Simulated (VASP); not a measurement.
# Au (P6_3/mmc) in VASP: a series of runs, part 2 of 2

VASP 6.6.1. Earlier steps stand in the parts before.

## Step 4: Single point, PBEsol-based global hybrid with 25 % exact exchange

This run uses another cell than the first one, of 17.04 Å³/atom.

POSCAR

```
Au
1.0
    2.7954449151      0.0000000000      0.0000000000
   -1.3977224575      2.4209263113      0.0000000000
    0.0000000000      0.0000000000      5.0372109151
Au
2
Direct
    0.6666666667      0.3333333333      0.2500000000
    0.3333333333      0.6666666667      0.7500000000
```

INCAR.step1

```
SYSTEM = Au
  PREC = Accurate
  ENCUT = 520
  EDIFF = 1E-5
  ISMEAR = -1
  SIGMA = 0.05
  LREAL = .False.
  LASPH = .True.
  NELM = 100
  ALGO = Normal
  ISIF = 2
  LWAVE = .True.
  LCHARG = .False.
  NBANDS = 18
  GGA = PE
```

INCAR.step2

```
SYSTEM = Au
  PREC = Accurate
  ENCUT = 520
  EDIFF = 1E-6
  ISMEAR = -1
  SIGMA = 0.05
  LREAL = .False.
  LASPH = .True.
  NELM = 100
  ALGO = Normal
  ISIF = 2
  LWAVE = .False.
  LCHARG = .False.
  GGA = PS
  LHFCALC = .True.
  AEXX = 0.25
  PRECFOCK = Normal
  NBANDS = 18
  ISTART = 1
```

KPOINTS

```
regular mesh
0
Gamma
  6 6 3
  0 0 0
```

Potentials or basis: VASP PAW PBE potentials, release 64 (Au).

Command:

```sh
cat potpaw_PBE.64/Au/POTCAR > POTCAR
cp INCAR.step1 INCAR
mpirun -np 1 vasp_std > vasp.out
cp INCAR.step2 INCAR
mpirun -np 1 vasp_std > vasp.out
```

OUTCAR:

```text
SYSTEM = Au
   PREC = Accurate
   ENCUT = 520
   EDIFF = 1E-6
   ISMEAR = -1
   LREAL = .False.
   LASPH = .True.
   NELM = 100
   ISIF = 2
   GGA = PS
   LHFCALC = .True.
   AEXX = 0.25
   PRECFOCK = Normal
   ISTART = 1

 ion  position               nearest neighbor table
   1  0.667  0.333  0.250-   2 2.99   2 2.99   2 2.99   2 2.99   2 2.99   2 2.99
   2  0.333  0.667  0.750-   1 2.99   1 2.99   1 2.99   1 2.99   1 2.99   1 2.99

  LATTYP: Found a hexagonal cell.
 ALAT       =     2.7954449151
 C/A-ratio  =     1.8019353155

  Lattice vectors:

 A1 = (   2.7954449151,   0.0000000000,   0.0000000000)
 A2 = (  -1.3977224575,   2.4209263113,   0.0000000000)
 A3 = (   0.0000000000,   0.0000000000,   5.0372109151)

Analysis of symmetry for initial positions (statically):
=====================================================================
 Subroutine PRICEL returns:
 Original cell was already a primitive cell.

 Routine SETGRP: Setting up the symmetry group for a
 hexagonal supercell.

 Subroutine GETGRP returns: Found 24 space group operations
 (whereof 12 operations were pure point group operations)
 out of a pool of 24 trial point group operations.

The static configuration has the point symmetry D_3d.
 The point group associated with its full space group is D_6h.

Analysis of symmetry for dynamics (positions and initial velocities):
=====================================================================
 Subroutine PRICEL returns:
 Original cell was already a primitive cell.

 Routine SETGRP: Setting up the symmetry group for a
 hexagonal supercell.

 Subroutine GETGRP returns: Found 24 space group operations
 (whereof 12 operations were pure point group operations)
 out of a pool of 24 trial point group operations.

The dynamic configuration has the point symmetry D_3d.
 The point group associated with its full space group is D_6h.

 Subroutine INISYM returns: Found 24 space group operations
 (whereof 12 operations are pure point group operations),
 and found     1 'primitive' translations
[... 109 lines left out ...]
   GGA     = PS    functional components
   LHFCALC =     T    Hartree Fock is set to
   PRECFOCK=normal    Normal, Fast or Accurate (Low or Medium for compatibility)
   ENCUT4O =  -1.0   cutoff for four orbital integrals eV
   NKREDX  =     1    reduce k-point grid by
   NKREDY  =     1    reduce k-point grid by
   NKREDZ  =     1    reduce k-point grid by
   AEXX    =    0.2500 exact exchange contribution
   HFSCREEN=    0.0000 screening length (either q_TF or 0.3 A-1)
   HFSCREENC=   0.0000 screening length for correlation (either q_TF or 0.3 A-1)
   ENCUTFOCK=  -1.0 apply spherical cutoff to Coloumb kernel
   IVDW    =     0    specifies the selected vdW correction
   LEPSILON=     F    determine dielectric tensor
   LRPA    =     F    only Hartree local field effects (RPA)
 non-spin polarized calculation
  energy-cutoff  :      520.00
  volume of cell :       34.09
 maximum number of plane-waves:       927
 NGX is ok and might be reduce to    24
  NGX = 16; NGY = 16; NGZ = 30

 number of electron      22.0000001 magnetization

 Free energy of the ion-electron system (eV)
  ---------------------------------------------------
  ext. energy  EPLUGINS =         0.00000000
  ---------------------------------------------------
  free energy    TOTEN  =        -8.09727462 eV

  energy without entropy =       -8.08956511  energy(sigma->0) =       -8.09341986

 E-fermi :   9.1438     XC(G=0): -10.0762

 val. band max:        9.1437557992   @ k =   0.3333   0.1667   0.0000
 cond. band min:       9.7714971626   @ k =   0.3333   0.1667   0.3333
 fundamental gap:      0.6277413634
 Fermi energy:         9.1437662754

 k-point     1 :       0.0000    0.0000    0.0000
  band No.  band energies     occupation
      1      -2.3045      2.00000
      2      -0.1683      2.00000
      3       2.2255      2.00000
      4       2.8586      2.00000
      5       2.8586      2.00000
      6       3.1037      2.00000
[... 271 lines left out ...]
      5       2.8703      2.00000
      6       2.8703      2.00000
[... 10 lines left out ...]
     17      24.8364      0.00000
     18      24.8364      0.00000

------------------------ aborting loop because EDIFF is reached ----------------------------------------

  FORCE on cell =-STRESS in cart. coord.  units (eV):
  Direction    XX          YY          ZZ          XY          YZ          ZX
  --------------------------------------------------------------------------------------
  -------------------------------------------------------------------------------------
  Total       -0.0236332     -0.0236332     -0.0663662     -0.0000000      0.0000000      0.0000000
  in kB       -1.1107346     -1.1107346     -3.1191412     -0.0000000      0.0000000      0.0000000
  external PRESSURE =      -1.7802035 kB  Pullay stress =       0.0000000 kB

 VOLUME and BASIS-vectors are now :
 -----------------------------------------------------------------------------
  energy-cutoff  :      520.00
  volume of cell :       34.09
      direct lattice vectors                 reciprocal lattice vectors
     2.795444915  0.000000000  0.000000000     0.357724810  0.206532515  0.000000000
    -1.397722458  2.420926311  0.000000000     0.000000000  0.413065030  0.000000000
     0.000000000  0.000000000  5.037210915     0.000000000  0.000000000  0.198522559

 POSITION                                       TOTAL-FORCE (eV/Angst)
 -----------------------------------------------------------------------------------
      1.39772      0.80698      1.25930        -0.000000      0.000000      0.000000
     -0.00000      1.61395      3.77791         0.000000     -0.000000      0.000000
 -----------------------------------------------------------------------------------
    total drift:                                0.000000      0.000000     -0.000000

  FREE ENERGIE OF THE ION-ELECTRON SYSTEM (eV)
  ---------------------------------------------------
  free  energy   TOTEN  =        -8.0972746151 eV

  energy  without entropy=       -8.0895651121  energy(sigma->0) =       -8.09341986
```

Run time: 9.3 min. Hardware: 1 thread of Intel Xeon 6975P-C (Granite Rapids), shared host; peak memory 0.18 GiB.

Results:

* Free energy: -8.0973 eV
* Pressure: -0.2 GPa
* Band gap on the k mesh: zero (bands 11 and 12 overlap by 8.51 eV)

Levels at points of the mesh, in eV from the Fermi level:
| k point | band 9 | band 10 | band 11 | band 12 | band 13 | band 14 |
| --- | --- | --- | --- | --- | --- | --- |
| (0.00, 0.00, 0.00) | -4.81 | -3.63 | -3.63 | -2.14 | 2.47 | 15.71 |
| (0.50, 0.00, 0.00) | -2.91 | -2.80 | 0.64 | 2.44 | 6.46 | 7.89 |

Caveat: the k points lie up to 0.43 Å⁻¹ apart, too coarse for converged energies and pressures of a metal; the PAW data sets were made with another functional, which shifts forces and pressure a little; spin-orbit coupling is left out, which moves the levels of the heavy elements.

## Step 5: Single point, PBEsol-based screened hybrid with 25 % exact exchange

This run uses another cell than the first one, of 17.08 Å³/atom.

POSCAR

```
Au
1.0
    2.7973676330      0.0000000000      0.0000000000
   -1.3986838165      2.4225914339      0.0000000000
    0.0000000000      0.0000000000      5.0413801778
Au
2
Direct
    0.6666666667      0.3333333333      0.2500000000
    0.3333333333      0.6666666667      0.7500000000
```

INCAR.step1

```
SYSTEM = Au
  ALGO = Normal
  EDIFF = 1E-5
  ENCUT = 520
  GGA = PE
  ISIF = 2
  ISMEAR = -1
  LASPH = .True.
  LREAL = .False.
  LWAVE = .True.
  NBANDS = 18
  NELM = 100
  PREC = Accurate
  SIGMA = 0.05
```

INCAR.step2

```
SYSTEM = Au
  AEXX = 0.25
  ALGO = Normal
  EDIFF = 1E-7
  ENCUT = 520
  GGA = PS
  HFSCREEN = 0.207
  ISIF = 2
  ISMEAR = -1
  ISTART = 1
  LASPH = .True.
  LCHARG = .True.
  LELF = .True.
  LHFCALC = .True.
  LREAL = .False.
  LVHAR = .True.
  LWAVE = .False.
  NBANDS = 18
  NELM = 100
  PREC = Accurate
  PRECFOCK = Normal
  SIGMA = 0.05
```

KPOINTS

```
k-points
0
Gamma
  6 6 3
  0 0 0
```

Potentials or basis: VASP PAW PBE potentials, release 64 (Au).

Command:

```sh
cat potpaw_PBE.64/Au/POTCAR > POTCAR
cp INCAR.step1 INCAR
mpirun -np 1 vasp_std > vasp.out
cp INCAR.step2 INCAR
mpirun -np 1 vasp_std > vasp.out
```

OUTCAR:

```text
SYSTEM = Au
   AEXX = 0.25
   EDIFF = 1E-7
   ENCUT = 520
   GGA = PS
   HFSCREEN = 0.207
   ISIF = 2
   ISMEAR = -1
   ISTART = 1
   LASPH = .True.
   LHFCALC = .True.
   LREAL = .False.
   NELM = 100
   PREC = Accurate
   PRECFOCK = Normal

 ion  position               nearest neighbor table
   1  0.667  0.333  0.250-   2 2.99   2 2.99   2 2.99   2 2.99   2 2.99   2 2.99
   2  0.333  0.667  0.750-   1 2.99   1 2.99   1 2.99   1 2.99   1 2.99   1 2.99

  LATTYP: Found a hexagonal cell.
 ALAT       =     2.7973676330
 C/A-ratio  =     1.8021872128

  Lattice vectors:
[... 480 lines left out ...]

  FORCE on cell =-STRESS in cart. coord.  units (eV):
  Direction    XX          YY          ZZ          XY          YZ          ZX
  --------------------------------------------------------------------------------------
  -------------------------------------------------------------------------------------
  Total        0.0532341      0.0532341     -0.0104299      0.0000000      0.0000000      0.0000000
  in kB        2.4964426      2.4964426     -0.4891173      0.0000000      0.0000000      0.0000000
  external PRESSURE =       1.5012560 kB  Pullay stress =       0.0000000 kB

 VOLUME and BASIS-vectors are now :
 -----------------------------------------------------------------------------
  energy-cutoff  :      520.00
  volume of cell :       34.16
      direct lattice vectors                 reciprocal lattice vectors
     2.797367633  0.000000000  0.000000000     0.357478934  0.206390559  0.000000000
    -1.398683816  2.422591434  0.000000000     0.000000000  0.412781118  0.000000000
     0.000000000  0.000000000  5.041380178     0.000000000  0.000000000  0.198358379

 POSITION                                       TOTAL-FORCE (eV/Angst)
 -----------------------------------------------------------------------------------
      1.39868      0.80753      1.26035         0.000000     -0.000000      0.000000
     -0.00000      1.61506      3.78104        -0.000000      0.000000      0.000000
 -----------------------------------------------------------------------------------
    total drift:                                0.000000      0.000000     -0.000000

  FREE ENERGIE OF THE ION-ELECTRON SYSTEM (eV)
  ---------------------------------------------------
  free  energy   TOTEN  =        -7.6611723330 eV

  energy  without entropy=       -7.6518785471  energy(sigma->0) =       -7.65652544
```

OSZICAR.step1:

```text
N       E                     dE             d eps       ncg     rms          rms(c)
DAV:   1     0.120721130017E+03    0.12072E+03   -0.11678E+04   512   0.119E+03
DAV:   2    -0.486933177915E+01   -0.12559E+03   -0.11990E+03   532   0.259E+02
DAV:   3    -0.684263346974E+01   -0.19733E+01   -0.19646E+01   582   0.331E+01
DAV:   4    -0.685155273636E+01   -0.89193E-02   -0.89183E-02   550   0.236E+00
DAV:   5    -0.685163706389E+01   -0.84328E-04   -0.84327E-04   592   0.245E-01    0.133E+01
DAV:   6    -0.630575371075E+01    0.54588E+00   -0.98848E-01   524   0.912E+00    0.842E+00
DAV:   7    -0.626316735831E+01    0.42586E-01   -0.13545E-01   542   0.336E+00    0.334E+00
DAV:   8    -0.625786667206E+01    0.53007E-02   -0.13959E-02   532   0.993E-01    0.462E-01
DAV:   9    -0.625778707249E+01    0.79600E-04   -0.11494E-04   546   0.962E-02    0.302E-02
DAV:  10    -0.625779955038E+01   -0.12478E-04   -0.10523E-05   438   0.302E-02    0.556E-03
DAV:  11    -0.625779956019E+01   -0.98066E-08   -0.11354E-06   266   0.899E-03
   1 F= -.62577996E+01 E0= -.62533116E+01  d E =-.897596E-02
```

Run time: 11 min. Hardware: 1 thread of Intel Xeon 6975P-C (Granite Rapids), shared host; peak memory 0.26 GiB.

Results:

- Free energy: -7.6612 eV
- Pressure: 0.2 GPa
- Band gap on the k mesh: zero (bands 11 and 12 overlap by 7.71 eV)

Caveat: the k points lie up to 0.43 Å⁻¹ apart, too coarse for converged energies and pressures of a metal; the PAW data sets were made with another functional, which shifts forces and pressure a little; spin-orbit coupling is left out, which moves the levels of the heavy elements.

## Step 6: Single point, HSE06

This run uses another cell than the first one, of 18.13 Å³/atom.

POSCAR

```
Au
1.0
    2.9192058577      0.0000000000      0.0000000000
   -1.4596029289      2.5281064317      0.0000000000
    0.0000000000      0.0000000000      4.9123188227
Au
2
Direct
    0.6666666667      0.3333333333      0.2500000000
    0.3333333333      0.6666666667      0.7500000000
```

INCAR.step1

```
SYSTEM = Au
PREC = Accurate
ENCUT = 520
EDIFF = 1E-5
ISMEAR = -1
SIGMA = 0.05
LREAL = .FALSE.
LASPH = .TRUE.
NELM = 80
ALGO = Normal
ISIF = 2
LWAVE = .TRUE.
LCHARG = .FALSE.
NBANDS = 18
GGA = PE
```

INCAR.step2

```
SYSTEM = Au
PREC = Accurate
ENCUT = 520
EDIFF = 1E-6
ISMEAR = -1
SIGMA = 0.05
LREAL = .FALSE.
LASPH = .TRUE.
NELM = 80
ALGO = Normal
ISIF = 2
LWAVE = .FALSE.
LCHARG = .FALSE.
GGA = PE
LHFCALC = .TRUE.
HFSCREEN = 0.2079
PRECFOCK = Normal
NBANDS = 18
ISTART = 1
```

KPOINTS

```
Automatic mesh
0
G
  6 6 4
  0 0 0
```

Potentials or basis: VASP PAW PBE potentials, release 64 (Au).

Command:

```sh
cat potpaw_PBE.64/Au/POTCAR > POTCAR
cp INCAR.step1 INCAR
mpirun -np 1 vasp_std > vasp.out
cp INCAR.step2 INCAR
mpirun -np 1 vasp_std > vasp.out
```

Run time: 63 min. Hardware: 1 thread of Intel Xeon Platinum 8259CL at 2.50GHz (Skylake/Cascade Lake), shared host; peak memory 0.27 GiB.

The run converged. Its results:

```yaml
Free_energy: -6.7260 eV
Pressure: -2.4 GPa
Band_gap_on_the_k_mesh: zero (bands 11 and 12 overlap by 8.37 eV)
```

Stress tensor (GPa, compression positive):
```
 0.07  0.00  0.00
 0.00  0.07  0.00
 0.00  0.00 -7.45
```

Levels at points of the mesh, in eV from the Fermi level:
```csv
k point,band 9,band 10,band 11,band 12,band 13,band 14
"(0.00, 0.00, 0.00)",-4.35,-2.98,-2.98,-0.89,2.95,15.64
"(0.50, 0.00, 0.00)",-2.64,-2.46,0.36,1.72,6.45,7.83
"(0.00, 0.00, 0.50)",-3.46,-3.46,-3.46,-3.46,11.22,11.22
"(0.50, 0.00, 0.50)",-2.53,-2.53,0.76,0.76,4.40,4.40
```

Caveat: the k points lie up to 0.41 Å⁻¹ apart, too coarse for converged energies and pressures of a metal; the PAW data sets were made with another functional, which shifts forces and pressure a little; spin-orbit coupling is left out, which moves the levels of the heavy elements.

## Step 7: Summary

| level | spin | cell | k mesh | grid for exact exchange (PRECFOCK) | share of exact exchange | screening parameter | gap on the mesh (eV) | pressure (GPa) |
| --- | --- | --- | --- | --- | --- | --- | --- | --- |
| PBEsol | off | a = 2.900, b = 2.900, c = 4.880 Å, angles 90.0, 90.0, 120.0°, 2 atoms | 8 × 8 × 4 | - | - | - | none | -6.1 |
| PBEsol | non-collinear, zero start, SOC | a = 2.900, b = 2.900, c = 4.880 Å, angles 90.0, 90.0, 120.0°, 2 atoms | 8 × 8 × 4 | - | - | - | - | -7.4 |
| PBEsol-based global hybrid with 25 % exact exchange | off | a = 2.795, b = 2.795, c = 5.037 Å, angles 90.0, 90.0, 120.0°, 2 atoms | 6 × 6 × 3 | Normal | 0.25 | - | none | -0.2 |
| PBEsol-based screened hybrid with 25 % exact exchange | off | a = 2.797, b = 2.797, c = 5.041 Å, angles 90.0, 90.0, 120.0°, 2 atoms | 6 × 6 × 3 | Normal | 0.25 | 0.207 1/Å | none | 0.2 |
| HSE06 | off | a = 2.919, b = 2.919, c = 4.912 Å, angles 90.0, 90.0, 120.0°, 2 atoms | 6 × 6 × 4 | Normal | 0.25 | 0.2079 1/Å | none | -2.4 |

Alike in all rows: task single point; potentials or basis VASP PAW PBE potentials, release 64 (Au); cutoff (eV) 520; smearing fermi-dirac 0.05 eV.

Caveats: some runs use coarse meshes; the PAW data sets were made with another functional, which shifts forces and pressure a little; spin-orbit coupling is left out, which moves the levels of the heavy elements (at least some runs); the cell stands under tension (at least some runs).

Absolute energies hang on the potentials; compare differences alone.

The gap in the log of VASP goes by the Fermi energy; the results here count the filled bands.